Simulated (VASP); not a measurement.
# Ga (Cmcm) in VASP: settings compared, part 2 of 3

VASP 6.6.1.

**3. Relaxation of cell and atoms, PBEsol, target pressure 20 GPa, at which the enthalpy is minimised**

Contents of INCAR:

```
SYSTEM = Ga
PREC = Accurate ; ENCUT = 600
EDIFF = 1E-6 ; ISMEAR = -1
SIGMA = 0.05 ; LREAL = .FALSE.
LASPH = .TRUE. ; NELM = 100
ALGO = Fast ; ISIF = 3
LWAVE = .FALSE. ; LCHARG = .FALSE.
GGA = PS ; IBRION = 2
NSW = 60 ; EDIFFG = -0.01
PSTRESS = 200.0
```

Contents of KPOINTS:

```
Automatic mesh
0
G
  10 10 8
  0 0 0
```

Contents of POSCAR:

```
Ga
1.0
    1.4500000000     -4.0650000000      0.0000000000
    1.4500000000      4.0650000000      0.0000000000
    0.0000000000      0.0000000000      3.1700000000
Ga
2
Direct
    0.1330000000      0.8670000000      0.7500000000
    0.8670000000      0.1330000000      0.2500000000
```

Potentials or basis: VASP PAW PBE potentials, release 64 (Ga_d).

Launch:

```
> cat potpaw_PBE.64/Ga_d/POTCAR > POTCAR
> mpirun -np 1 vasp_std > vasp.out
```

OUTCAR:

```text
SYSTEM = Ga
   PREC = Accurate
   ENCUT = 600
   EDIFF = 1E-6
   ISMEAR = -1
   LREAL = .FALSE.
   LASPH = .TRUE.
   NELM = 100
   ISIF = 3
   GGA = PS
   IBRION = 2
   NSW = 60
   EDIFFG = -0.01
   PSTRESS = 200.0

 ion  position               nearest neighbor table
   1  0.133  0.867  0.750-   2 2.68   2 2.68   2 2.87   2 2.87   2 2.87   2 2.87
   2  0.867  0.133  0.250-   1 2.68   1 2.68   1 2.87   1 2.87   1 2.87   1 2.87

  LATTYP: Found a base centered orthorhombic cell.
 ALAT       =     2.9000000000
 B/A-ratio  =     2.8034482759
 C/A-ratio  =     1.0931034483

  Lattice vectors:

 A1 = (   1.4500000000,  -4.0650000000,   0.0000000000)
 A2 = (   1.4500000000,   4.0650000000,   0.0000000000)
 A3 = (   0.0000000000,   0.0000000000,   3.1700000000)

Analysis of symmetry for initial positions (statically):
=====================================================================
 Subroutine PRICEL returns:
 Original cell was already a primitive cell.

 Routine SETGRP: Setting up the symmetry group for a
 base centered orthorhombic supercell.

 Subroutine GETGRP returns: Found  8 space group operations
 (whereof  4 operations were pure point group operations)
 out of a pool of  8 trial point group operations.

The static configuration has the point symmetry C_2h.
 The point group associated with its full space group is D_2h.

Analysis of symmetry for dynamics (positions and initial velocities):
=====================================================================
 Subroutine PRICEL returns:
 Original cell was already a primitive cell.

 Routine SETGRP: Setting up the symmetry group for a
 base centered orthorhombic supercell.

 Subroutine GETGRP returns: Found  8 space group operations
 (whereof  4 operations were pure point group operations)
 out of a pool of  8 trial point group operations.

The dynamic configuration has the point symmetry C_2h.
 The point group associated with its full space group is D_2h.

 Subroutine INISYM returns: Found  8 space group operations
 (whereof  4 operations are pure point group operations),
 and found     1 'primitive' translations

----------------------------------------------------------------------------------------

                                     Primitive cell

  volume of cell :      37.3695

  direct lattice vectors                    reciprocal lattice vectors
     1.450000000 -4.065000000  0.000000000     0.344827586 -0.123001230  0.000000000
     1.450000000  4.065000000  0.000000000     0.344827586  0.123001230  0.000000000
     0.000000000  0.000000000  3.170000000     0.000000000  0.000000000  0.315457413

  length of vectors
     4.315868974  4.315868974  3.170000000     0.366108409  0.366108409  0.315457413

  position of ions in fractional coordinates (direct lattice)
     0.133000000  0.867000000  0.750000000
     0.867000000  0.133000000  0.250000000

  ion indices of the primitive-cell ions
   primitive index   ion index
                 1           1
                 2           2

----------------------------------------------------------------------------------------

 KPOINTS: Automatic mesh

Automatic generation of k-mesh.
 Grid dimensions read from file:
 generate k-points for:   10   10    8

 Generating k-lattice:

  Cartesian coordinates                     Fractional coordinates (reciprocal lattice)
     0.034482759 -0.012300123  0.000000000     0.100000000  0.000000000  0.000000000
[... 47 lines left out ...]
   NGX,Y,Z   is equivalent  to a cutoff of  13.87, 13.87, 14.68 a.u.
   NGXF,Y,Z  is equivalent  to a cutoff of  27.73, 27.73, 29.37 a.u.
 SYSTEM =  Ga
   PREC   = accura    normal or accurate (medium, high low for compatibility)
   ISTART =      0    job   : 0-new  1-cont  2-samecut
   ICHARG =      2    charge: 1-file 2-atom 10-const
   ISPIN  =      1    spin polarized calculation?
   LNONCOLLINEAR =      F non collinear calculations
   LSORBIT =      F    spin-orbit coupling
   LASPH  =      T    aspherical Exc in radial PAW
   ENCUT  =  600.0 eV  44.10 Ry    6.64 a.u.   8.62  8.62  6.33*2*pi/ulx,y,z
   NELM   =    100;   NELMIN=  2; NELMDL= -5     # of ELM steps
   EDIFF  = 0.1E-05   stopping-criterion for ELM
   LREAL  =      F    real-space projection
   EDIFFG = -.1E-01   stopping-criterion for IOM
   NSW    =     60    number of steps for IOM
   IBRION =      2    ionic relax: 0-MD 1-quasi-New 2-CG
   NFREE  =      1    steps in history (QN), initial steepest desc. (CG)
   ISIF   =      3    stress and relaxation
   ISYM   =      2    0-nonsym 1-usesym 2-fastsym
   POTIM  = 0.5000    time-step for ionic-motion
   TEBEG  =    0.0;   TEEND  =   0.0 temperature during run
   PSTRESS=  200.0 pullay stress
   NELECT =      26.0000    total number of electrons
   NUPDOWN=      -1.0000    fix difference up-down
   EMIN   =  10.00;   EMAX   =-10.00  energy-range for DOS
   EFERMI =   0.00;   METHOD = LEGACY
   ISMEAR =    -1;   SIGMA  =   0.05  broadening in eV -4-tet -1-fermi 0-gaus
   EFERMI_NEDOS =   21; number of points for ismear=-14 and -15
   IALGO  =     68    algorithm
   IMIX   =      4    mixing-type and parameters
     AMIX     =   0.40;   BMIX     =  1.00
     AMIX_MAG =   1.60;   BMIX_MAG =  1.00
  volume/ion in A,a.u.               =      18.68       126.09
  Fermi-wavevector in a.u.,A,eV,Ry     =   1.450641  2.741314 28.631555  2.104360
  Thomas-Fermi vector in A             =   2.568230
   LORBIT       =      0    0 simple, 1 ext, 2 COOP (PROOUT), +10 PAW based schemes
   GGA     = PS    functional components
   LHFCALC =     F    Hartree Fock is set to
   AEXX    =    0.0000 exact exchange contribution
   IVDW    =     0    specifies the selected vdW correction
   LEPSILON=     F    determine dielectric tensor
   LRPA    =     F    only Hartree local field effects (RPA)
 conjugate gradient relaxation of ions
 non-spin polarized calculation
 RMM-DIIS sequential band-by-band and
  energy-cutoff  :      600.00
  volume of cell :       37.37
 maximum number of plane-waves:      1273
   NGX = 17   NGY = 17   NGZ = 13

--------------------------------------- Ionic step        1  -------------------------------------------

 number of electron      26.0000010 magnetization

 Free energy of the ion-electron system (eV)
  ---------------------------------------------------
  ext. energy  EPLUGINS =         0.00000000
  ---------------------------------------------------
  free energy    TOTEN  =        -6.68051401 eV

  energy without entropy =       -6.67745153  energy(sigma->0) =       -6.67898277

------------------------ aborting loop because EDIFF is reached ----------------------------------------

  FORCE on cell =-STRESS in cart. coord.  units (eV):
  Direction    XX          YY          ZZ          XY          YZ          ZX
  --------------------------------------------------------------------------------------
  -------------------------------------------------------------------------------------
  Total       -0.8680558     -0.4107372     -0.1897448      0.0000000      0.0000000      0.0000000
  in kB      -37.2169187    -17.6098972     -8.1350935      0.0000000      0.0000000      0.0000000
  external PRESSURE =    -220.9873031 kB  Pullay stress =     200.0000000 kB
[... 25 lines left out ...]
--------------------------------------- Ionic step        2  -------------------------------------------

 number of electron      25.9999999 magnetization

 E-fermi :  10.3052     XC(G=0): -13.3355

 val. band max:       10.2944867737   @ k =   0.2000   0.2000   0.3750
 cond. band min:      10.3334906829   @ k =   0.5000   0.5000   0.2500
 fundamental gap:      0.0390039092
 Fermi energy:        10.3051613769

 k-point     1 :       0.0000    0.0000    0.0000
  band No.  band energies     occupation
      1      -6.2328      2.00000
      2      -6.0626      2.00000
      3      -6.0090      2.00000
      4      -5.9108      2.00000
      5      -5.4009      2.00000
      6      -5.3318      2.00000
[... 542 lines left out ...]
  energy  without entropy=       -6.3713232128  energy(sigma->0) =       -6.37380813

  enthalpy is  TOTEN    =        -2.6857081045 eV   P V=        3.6905849339

[... ionic steps 4 to 11 ...]

--------------------------------------- Ionic step       12  -------------------------------------------

 number of electron      25.9999996 magnetization

------------------------ aborting loop because EDIFF is reached ----------------------------------------
[... 71 lines left out ...]
--------------------------------------- Ionic step       14  -------------------------------------------

 number of electron      25.9999996 magnetization

 Free energy of the ion-electron system (eV)
  ---------------------------------------------------
  ext. energy  EPLUGINS =         0.00000000
  ---------------------------------------------------
  free energy    TOTEN  =        -6.36475504 eV

  energy without entropy =       -6.36026522  energy(sigma->0) =       -6.36251013

 E-fermi :   8.2118     XC(G=0): -12.4373

 val. band max:        8.1811464607   @ k =   0.4000   0.4000   0.2500
 cond. band min:       8.2344378216   @ k =   0.2000   0.1000   0.1250
 fundamental gap:      0.0532913610
 Fermi energy:         8.2117993113

 k-point     1 :       0.0000    0.0000    0.0000
  band No.  band energies     occupation
      1      -7.6291      2.00000
      2      -7.5266      2.00000
      3      -7.5115      2.00000
      4      -7.4700      2.00000
      5      -7.0588      2.00000
      6      -7.0148      2.00000
[... 504 lines left out ...]
  energy  without entropy=       -6.3602652189  energy(sigma->0) =       -6.36251013

  enthalpy is  TOTEN    =        -2.7013206247 eV   P V=        3.6634344176

 reached required accuracy - stopping structural energy minimisation
```

OSZICAR:

```text
N       E                     dE             d eps       ncg     rms          rms(c)
DAV:   1     0.116463948871E+03    0.11646E+03   -0.15052E+04  5334   0.315E+03
DAV:   2     0.794730367998E+00   -0.11567E+03   -0.11441E+03  5614   0.390E+02
[... 120 lines left out ...]
  13 F= -.27012818E+01 E0= -.26990332E+01  d E =0.308137E-04
       N       E                     dE             d eps       ncg     rms          rms(c)
DAV:   1    -0.636529788480E+01   -0.50818E-02   -0.89287E-03  5989   0.157E+00    0.143E-01
RMM:   2    -0.636487439873E+01    0.42349E-03   -0.88813E-04  5536   0.430E-01    0.681E-02
RMM:   3    -0.636476173618E+01    0.11266E-03   -0.19519E-04  5736   0.178E-01    0.176E-02
RMM:   4    -0.636475462517E+01    0.71110E-05   -0.66835E-05  6933   0.855E-02    0.193E-03
RMM:   5    -0.636475504224E+01   -0.41708E-06   -0.63367E-06  4874   0.276E-02
  14 F= -.27013206E+01 E0= -.26990757E+01  d E =-.804401E-05
```

CONTCAR:

```text
Ga
   1.00000000000000
     1.3025647301012013   -3.8371047064269543    0.0000000000000000
     1.3025647301012013    3.8371047064269543   -0.0000000000000000
     0.0000000000000000   -0.0000000000000000    2.9358647699914551
  Ga
     2
Direct
     0.1339104727487816    0.8660895272512183    0.7500000000000000
     0.8660895272512183    0.1339104727487816    0.2500000000000000

  0.00000000E+00  0.00000000E+00  0.00000000E+00
  0.00000000E+00  0.00000000E+00  0.00000000E+00
```

Run time: 18 min. Hardware: 1 thread of Intel Xeon Platinum 8259CL at 2.50GHz (Skylake/Cascade Lake), shared host; peak memory 0.29 GiB.

Results:

| Quantity | Value |
| --- | --- |
| Free energy | -6.3648 eV |
| Relaxed volume | 14.67 Å³/atom |
| Relaxed cell | a = 4.052 Å, b = 4.052 Å, c = 2.936 Å, α = 90.00°, β = 90.00°, γ = 142.50° |
| Space group after relaxing (to 0.1 Å) | Cmcm (No. 63) |
| Energy change on relaxing (the run minimises the enthalpy) | +157.9 meV/atom |
| Ionic steps | 14 |
| Pressure after relaxing | 20.0 GPa |
| Largest force after relaxing | 0.004 eV/Å |
| Band gap on the k mesh | zero (bands 13 and 14 overlap by 11.10 eV) |

Forces on the atoms (eV/Å):
```
Ga   0.000  0.004  0.000
Ga   0.000 -0.004  0.000
```

The path:
| step | energy change (eV) | largest force (eV/Å) | pressure (GPa) | volume (Å³) |
| --- | --- | --- | --- | --- |
| 1 | 0.0000 | 0.2112 | -2.10 | 37.37 |
| 2 | 1.2534 | 0.0898 | 53.49 | 25.09 |
| 3 | 0.3042 | 0.1983 | 19.06 | 29.56 |
| 4 | 0.3263 | 0.1930 | 20.33 | 29.39 |
| 5 | 0.3226 | 0.0903 | 20.27 | 29.31 |
| 6 | 0.3239 | 0.1296 | 20.41 | 29.30 |
| 7 | 0.3236 | 0.1161 | 20.42 | 29.30 |
| 8 | 0.3037 | 0.0558 | 19.61 | 29.45 |
| 9 | 0.3011 | 0.0469 | 19.30 | 29.47 |
| 10 | 0.3217 | 0.0277 | 20.30 | 29.30 |
| 11 | 0.3138 | 0.0076 | 20.03 | 29.36 |
| 12 | 0.3134 | 0.0060 | 19.76 | 29.37 |
| 13 | 0.3203 | 0.0138 | 20.26 | 29.31 |
| 14 | 0.3158 | 0.0042 | 19.99 | 29.35 |

Final structure:
```cif
data_structure
_symmetry_space_group_name_H-M 'P 1'
_symmetry_Int_Tables_number 1
_cell_length_a 4.0522
_cell_length_b 4.0522
_cell_length_c 2.9359
_cell_angle_alpha 90.000
_cell_angle_beta 90.000
_cell_angle_gamma 142.499
_cell_volume 29.35
loop_
_atom_site_label
_atom_site_type_symbol
_atom_site_fract_x
_atom_site_fract_y
_atom_site_fract_z
_atom_site_occupancy
Ga1 Ga 0.13391 0.86609 0.75000 1
Ga2 Ga 0.86609 0.13391 0.25000 1
```

Caveat: the cell is relaxed towards a set pressure, so the run minimises the enthalpy, not the energy; the volume moved by over 15 % at a fixed basis, so the end points are rough; the PAW data sets were made with another functional, which shifts forces and pressure a little.

[end of part 2 of 3]
